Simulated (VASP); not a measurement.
# CuI (P-3m1) in VASP: settings compared

The runs below take CuI through single point, relaxation of cell and atoms, with PBE+D3(BJ), PBE.

All numbers are computed with VASP 6.6.1; they aren't measurements. Logs are shortened: lines on timing, memory, paths and dates and some standing lists are left out, and cuts for length are marked.

**1. The cell of the first run**

Symmetry: P-3m1, No. 164, trigonal system. Conventional cell: a = 4.074 Å, b = 4.074 Å, c = 7.106 Å, α = 90.00°, β = 90.00°, γ = 120.00°. Within 3.4 Å of Cu (site symmetry 3m) lie 4 I at 2.59 to 2.67 Å and 3 Cu at 2.70 Å. Within 3.4 Å of I (site symmetry 3m) lie 4 Cu at 2.59 to 2.67 Å.

**2. Single point, PBE+D3(BJ)**

Contents of INCAR:

```
SYSTEM = CuI
PREC = Accurate ; ENCUT = 520
EDIFF = 1E-7 ; ISMEAR = -1
SIGMA = 0.02 ; LREAL = .FALSE.
LASPH = .TRUE. ; NELM = 100
ALGO = Normal ; ISIF = 2
LWAVE = .FALSE. ; LCHARG = .FALSE.
GGA = PE ; IVDW = 12
NBANDS = 26
```

Contents of KPOINTS:

```
regular mesh
0
G
  6 6 4
  0 0 0
```

Contents of POSCAR:

```
CuI
1.0
    4.0735749538      0.0000000000      0.0000000000
   -2.0367874769      3.5278193942      0.0000000000
    0.0000000000      0.0000000000      7.1056700275
Cu I
2 2
Direct
    0.6666666667      0.3333333333      0.5939493864
    0.3333333333      0.6666666667      0.4060506136
    0.3333333333      0.6666666667      0.7705288593
    0.6666666667      0.3333333333      0.2294711407
```

Potentials or basis: VASP PAW PBE potentials, release 64 (Cu, I).

Command:

```sh
cat potpaw_PBE.64/Cu/POTCAR potpaw_PBE.64/I/POTCAR > POTCAR
mpirun -np 1 vasp_std > vasp.out
```

OUTCAR:

```text
SYSTEM = CuI
   PREC = Accurate
   ENCUT = 520
   EDIFF = 1E-7
   ISMEAR = -1
   LREAL = .FALSE.
   LASPH = .TRUE.
   NELM = 100
   ISIF = 2
   GGA = PE
   IVDW = 12
 IVDW          = 12

 ion  position               nearest neighbor table
   1  0.667  0.333  0.594-   4 2.59   3 2.67   3 2.67   3 2.67   2 2.70   2 2.70   2 2.70
   2  0.333  0.667  0.406-   3 2.59   4 2.67   4 2.67   4 2.67   1 2.70   1 2.70   1 2.70
   3  0.333  0.667  0.771-   2 2.59   1 2.67   1 2.67   1 2.67
   4  0.667  0.333  0.229-   1 2.59   2 2.67   2 2.67   2 2.67

  LATTYP: Found a hexagonal cell.
 ALAT       =     4.0735749538
 C/A-ratio  =     1.7443327073

  Lattice vectors:

 A1 = (   4.0735749538,   0.0000000000,   0.0000000000)
 A2 = (  -2.0367874769,   3.5278193942,   0.0000000000)
 A3 = (   0.0000000000,   0.0000000000,   7.1056700275)

Analysis of symmetry for initial positions (statically):
=====================================================================
 Subroutine PRICEL returns:
 Original cell was already a primitive cell.

 Routine SETGRP: Setting up the symmetry group for a
 hexagonal supercell.

 Subroutine GETGRP returns: Found 12 space group operations
 (whereof 12 operations were pure point group operations)
 out of a pool of 24 trial point group operations.

The static configuration has the point symmetry D_3d.

Analysis of symmetry for dynamics (positions and initial velocities):
=====================================================================
 Subroutine PRICEL returns:
 Original cell was already a primitive cell.

 Routine SETGRP: Setting up the symmetry group for a
 hexagonal supercell.

 Subroutine GETGRP returns: Found 12 space group operations
 (whereof 12 operations were pure point group operations)
 out of a pool of 24 trial point group operations.

The dynamic configuration has the point symmetry D_3d.

 Subroutine INISYM returns: Found 12 space group operations
 (whereof 12 operations are pure point group operations),
 and found     1 'primitive' translations

----------------------------------------------------------------------------------------

                                     Primitive cell

  volume of cell :     102.1144

  direct lattice vectors                    reciprocal lattice vectors
     4.073574954  0.000000000  0.000000000     0.245484620  0.141730611  0.000000000
    -2.036787477  3.527819394  0.000000000     0.000000000  0.283461223  0.000000000
     0.000000000  0.000000000  7.105670028     0.000000000  0.000000000  0.140732682

  length of vectors
     4.073574954  4.073574954  7.105670028     0.283461223  0.283461223  0.140732682

  position of ions in fractional coordinates (direct lattice)
     0.666666667  0.333333333  0.593949386
     0.333333333  0.666666667  0.406050614
     0.333333333  0.666666667  0.770528859
     0.666666667  0.333333333  0.229471141

  ion indices of the primitive-cell ions
   primitive index   ion index
                 1           1
                 2           2
                 3           3
                 4           4

----------------------------------------------------------------------------------------

 KPOINTS: regular mesh

Automatic generation of k-mesh.
 Grid dimensions read from file:
 generate k-points for:    6    6    4

 Generating k-lattice:

  Cartesian coordinates                     Fractional coordinates (reciprocal lattice)
     0.040914103  0.023621769  0.000000000     0.166666667  0.000000000  0.000000000
     0.000000000  0.047243537  0.000000000     0.000000000  0.166666667  0.000000000
     0.000000000  0.000000000  0.035183170     0.000000000  0.000000000  0.250000000

  Length of vectors
     0.047243537  0.047243537  0.035183170

  Shift w.r.t. Gamma in fractional coordinates (k-lattice)
     0.000000000  0.000000000  0.000000000

 Subroutine IBZKPT returns following result:
 ===========================================

 Found     24 irreducible k-points:

 Following reciprocal coordinates:
            Coordinates               Weight
  0.000000  0.000000  0.000000      1.000000
  0.166667 -0.000000  0.000000      6.000000
  0.333333  0.000000  0.000000      6.000000
  0.500000  0.000000  0.000000      3.000000
  0.166667  0.166667  0.000000      6.000000
  0.333333  0.166667  0.000000     12.000000
[... 16 lines left out ...]
  0.333333  0.166667  0.500000     12.000000
  0.333333  0.333333  0.500000      2.000000
   k-points           NKPTS =     24   k-points in BZ     NKDIM =     24   number of bands    NBANDS=     26
   number of dos      NEDOS =    301   number of ions     NIONS =      4
   total plane-waves  NPLWV =  48600
   dimension x,y,z NGX =    30 NGY =   30 NGZ =   54
   dimension x,y,z NGXF=    60 NGYF=   60 NGZF=  108
   ions per type =               2   2
   NGX,Y,Z   is equivalent  to a cutoff of  12.24, 12.24, 12.63 a.u.
   NGXF,Y,Z  is equivalent  to a cutoff of  24.49, 24.49, 25.27 a.u.
 SYSTEM =  CuI
   PREC   = accura    normal or accurate (medium, high low for compatibility)
   ISTART =      0    job   : 0-new  1-cont  2-samecut
   ICHARG =      2    charge: 1-file 2-atom 10-const
   ISPIN  =      1    spin polarized calculation?
   LNONCOLLINEAR =      F non collinear calculations
   LSORBIT =      F    spin-orbit coupling
   LASPH  =      T    aspherical Exc in radial PAW
   ENCUT  =  520.0 eV  38.22 Ry    6.18 a.u.   7.57  7.57 13.21*2*pi/ulx,y,z
   NELM   =    100;   NELMIN=  2; NELMDL= -5     # of ELM steps
   EDIFF  = 0.1E-06   stopping-criterion for ELM
   LREAL  =      F    real-space projection
   EDIFFG = 0.1E-05   stopping-criterion for IOM
   NSW    =      0    number of steps for IOM
   IBRION =     -1    ionic relax: 0-MD 1-quasi-New 2-CG
   NFREE  =      0    steps in history (QN), initial steepest desc. (CG)
   ISIF   =      2    stress and relaxation
   ISYM   =      2    0-nonsym 1-usesym 2-fastsym
   POTIM  = 0.5000    time-step for ionic-motion
   TEBEG  =    0.0;   TEEND  =   0.0 temperature during run
   PSTRESS=    0.0 pullay stress
   NELECT =      36.0000    total number of electrons
   NUPDOWN=      -1.0000    fix difference up-down
   EMIN   =  10.00;   EMAX   =-10.00  energy-range for DOS
   EFERMI =   0.00;   METHOD = LEGACY
   ISMEAR =    -1;   SIGMA  =   0.02  broadening in eV -4-tet -1-fermi 0-gaus
   EFERMI_NEDOS =   21; number of points for ismear=-14 and -15
   IALGO  =     38    algorithm
   IMIX   =      4    mixing-type and parameters
     AMIX     =   0.40;   BMIX     =  1.00
     AMIX_MAG =   1.60;   BMIX_MAG =  1.00
  volume/ion in A,a.u.               =      25.53       172.28
  Fermi-wavevector in a.u.,A,eV,Ry     =   1.156503  2.185473 18.197770  1.337498
  Thomas-Fermi vector in A             =   2.293122
   LORBIT       =      0    0 simple, 1 ext, 2 COOP (PROOUT), +10 PAW based schemes
   GGA     = PE    functional components
   LHFCALC =     F    Hartree Fock is set to
   AEXX    =    0.0000 exact exchange contribution
   IVDW    =    12    specifies the selected vdW correction
   LEPSILON=     F    determine dielectric tensor
   LRPA    =     F    only Hartree local field effects (RPA)
 non-spin polarized calculation
  energy-cutoff  :      520.00
  volume of cell :      102.11
 maximum number of plane-waves:      2770
   NGX = 15   NGY = 15   NGZ = 27

 number of electron      36.0000016 magnetization

 Free energy of the ion-electron system (eV)
  ---------------------------------------------------
  ext. energy  EPLUGINS =         0.00000000
  ---------------------------------------------------
  free energy    TOTEN  =       -11.05551642 eV

  energy without entropy =      -11.05551642  energy(sigma->0) =      -11.05551642

 E-fermi :   5.4045     XC(G=0):  -9.3835

 val. band max:        4.9844125252   @ k =   0.0000   0.0000   0.0000
 cond. band min:       6.6100984276   @ k =   0.0000   0.0000   0.0000
 fundamental gap:      1.6256859024
 Fermi energy:         5.4045011667

 k-point     1 :       0.0000    0.0000    0.0000
  band No.  band energies     occupation
      1      -8.9416      2.00000
      2      -8.3022      2.00000
      3      -0.9924      2.00000
      4       1.2648      2.00000
      5       1.5786      2.00000
      6       1.5786      2.00000
[... 18 lines left out ...]
     25      11.2940      0.00000
     26      13.7045      0.00000

 k-point     2 :       0.1667   -0.0000    0.0000
  band No.  band energies     occupation
      1      -8.7925      2.00000
      2      -8.2110      2.00000
      3      -0.7694      2.00000
      4       1.1705      2.00000
      5       1.1880      2.00000
      6       1.4980      2.00000
[... 18 lines left out ...]
     25      12.1732      0.00000
     26      12.3818      0.00000

 k-point     3 :       0.3333    0.0000    0.0000
  band No.  band energies     occupation
      1      -8.4404      2.00000
      2      -8.0379      2.00000
      3      -0.2800      2.00000
      4       0.2029      2.00000
      5       0.5095      2.00000
      6       1.3290      2.00000
[... 18 lines left out ...]
     25      12.9627      0.00000
     26      13.9953      0.00000

 k-point     4 :       0.5000    0.0000    0.0000
  band No.  band energies     occupation
      1      -8.2047      2.00000
      2      -7.9840      2.00000
      3      -0.3354      2.00000
      4      -0.2487      2.00000
      5       0.6055      2.00000
      6       1.1399      2.00000
[... 18 lines left out ...]
     25      12.2221      0.00000
     26      13.9097      0.00000
[... 496 lines left out ...]
      1      -8.3449      2.00000
      2      -8.2937      2.00000
      3      -0.2085      2.00000
      4       0.1124      2.00000
      5       1.1759      2.00000
      6       1.2764      2.00000
[... 18 lines left out ...]
     25      11.6122      0.00000
     26      12.6880      0.00000

 k-point    23 :       0.3333    0.1667    0.5000
  band No.  band energies     occupation
      1      -8.1083      2.00000
      2      -8.0838      2.00000
      3      -0.4851      2.00000
      4      -0.2965      2.00000
      5       0.9778      2.00000
      6       1.1220      2.00000
[... 18 lines left out ...]
     25      13.2618      0.00000
     26      13.4103      0.00000

 k-point    24 :       0.3333    0.3333    0.5000
  band No.  band energies     occupation
      1      -8.0186      2.00000
      2      -8.0186      2.00000
      3      -0.2926      2.00000
      4      -0.2926      2.00000
      5       0.5262      2.00000
      6       0.8493      2.00000
[... 18 lines left out ...]
     25      13.2439      0.00000
     26      13.5296      0.00000

------------------------ aborting loop because EDIFF is reached ----------------------------------------

 Edisp (eV)   -1.51297

 E8    (eV) :    -0.6648

  FORCE on cell =-STRESS in cart. coord.  units (eV):
  Direction    XX          YY          ZZ          XY          YZ          ZX
  --------------------------------------------------------------------------------------
  -------------------------------------------------------------------------------------
  Total       0.04398     0.04398     0.04934     0.00000     0.00000    -0.00000
  in kB       0.69002     0.69002     0.77410     0.00000     0.00000    -0.00000
  external pressure =        0.72 kB  Pullay stress =        0.00 kB

 VOLUME and BASIS-vectors are now :
 -----------------------------------------------------------------------------
  energy-cutoff  :      520.00
  volume of cell :      102.11
      direct lattice vectors                 reciprocal lattice vectors
     4.073574954  0.000000000  0.000000000     0.245484620  0.141730611  0.000000000
    -2.036787477  3.527819394  0.000000000     0.000000000  0.283461223  0.000000000
     0.000000000  0.000000000  7.105670028     0.000000000  0.000000000  0.140732682

 POSITION                                       TOTAL-FORCE (eV/Angst)
 -----------------------------------------------------------------------------------
      2.03679      1.17594      4.22041         0.000000      0.000000      0.010203
     -0.00000      2.35188      2.88526        -0.000000     -0.000000     -0.010203
     -0.00000      2.35188      5.47512        -0.000000     -0.000000      0.006035
      2.03679      1.17594      1.63055        -0.000000      0.000000     -0.006035
 -----------------------------------------------------------------------------------
    total drift:                               -0.000000      0.000000      0.000000

  FREE ENERGIE OF THE ION-ELECTRON SYSTEM (eV)
  ---------------------------------------------------
  free  energy   TOTEN  =       -12.5684844287 eV

  energy  without entropy=      -12.5684844287  energy(sigma->0) =      -12.56848443
```

Run time: 45 s. Hardware: 1 thread of AMD EPYC 9R45 (Zen 5), shared host; peak memory 0.21 GiB.

What came out:

- Free energy: -12.5685 eV
- Pressure: 0.1 GPa
- Largest force: 0.010 eV/Å
- Band gap on the k mesh: 1.63 eV, direct
- Dispersion energy per atom: -0.378 eV

Forces in eV/Å, atoms in the order of the input:
```
Cu   0.000  0.000  0.010
Cu   0.000  0.000 -0.010
I    0.000  0.000  0.006
I    0.000  0.000 -0.006
```

Levels at points of the mesh, in eV from the valence-band top:
```tsv
k point	band 14	band 15	band 16	band 17	band 18	band 19	band 20	band 21	band 22	band 23
(0.00, 0.00, 0.00)	-0.42	-0.42	-0.41	0.00	0.00	1.63	3.14	4.83	5.79	5.79
(0.50, 0.00, 0.00)	-1.43	-1.39	-1.34	-1.29	-0.17	3.02	3.11	3.91	5.14	6.15
(0.00, 0.00, 0.50)	-1.08	-0.30	-0.30	-0.16	-0.16	3.14	3.19	4.43	5.50	5.50
(0.50, 0.00, 0.50)	-1.44	-1.43	-1.26	-1.12	-0.43	2.45	2.77	3.73	4.71	6.01
```

Caveat: spin-orbit coupling is left out, which moves the levels of the heavy elements.

(Continued in part 2 of 2.)
